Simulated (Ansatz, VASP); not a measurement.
**One calculation of Si, two programs**

The input INCAR:

```
PREC = Accurate
ENCUT = 520
EDIFF = 1E-6
ISMEAR = -1
SIGMA = 0.1
LREAL = F
LASPH = T
NELM = 60
ALGO = Normal
ISIF = 2
LWAVE = F
LCHARG = F
GGA = RP
NBANDS = 11
```

Contents of KPOINTS:

```
Automatic mesh
0
Gamma
  15 15 10
```

File POSCAR:

```
Si
1.0
   -2.5040875072      2.5052192702      1.3879769292
    2.5052192702     -2.5040875072      1.3879769292
    2.5067843315      2.5067843315     -1.3859041031
Si
2
Direct
    0.9999999129      0.0000000871      0.0000000000
    0.7500000871      0.2499999129      0.5000000000
```

Input for Ansatz:

```yaml
crystal:
  lattice:
    - [-2.5040875072, 2.5052192702, 1.3879769292]
    - [2.5052192702, -2.5040875072, 1.3879769292]
    - [2.5067843315, 2.5067843315, -1.3859041031]
  atoms:
    - { symbol: Si, position: [0.9999999129, 8.71e-08, 0.0] }
    - { symbol: Si, position: [0.7500000871, 0.2499999129, 0.5] }
hamiltonian:
  xc: rpbe
  pseudopotentials:
    kind: paw
    azcp:
      Si: "pseudopotentials/Si.paw.azcp"
basis:
  ecutwfc: 420
  fft_grid_basis: typed
kpoints:
  mp_grid: { grid: [15, 15, 10], shift: [0, 0, 0] }
magnetization:
  spin_polarized: false
scf:
  occupations: { method: fermi_dirac, width: 0.1 }
  lower_state_search: "off"
output:
  stress: true
```

Alike in both runs: task single point; functional RPBE; k mesh 15 × 15 × 10; occupations fermi-dirac, width 0.1 eV; no spin polarisation.

|  | VASP | Ansatz |
| --- | --- | --- |
| version | VASP 6.6.1 | Ansatz 0.2.0 |
| potentials or method | VASP PAW PBE potentials, release 64 (Si), cutoff 520 eV | plane waves (420 eV) with PAW, scalar-relativistic |
| valence electrons in the cell | 8 | 8 |

```csv
,VASP,Ansatz,Ansatz less VASP
pressure (GPa),-9.3,-9.1,+0.24
"traceless stress, the component that is largest in VASP (GPa)",0.79,0.78,-0.010
```

VASP's potentials were made for PBE, not for RPBE.
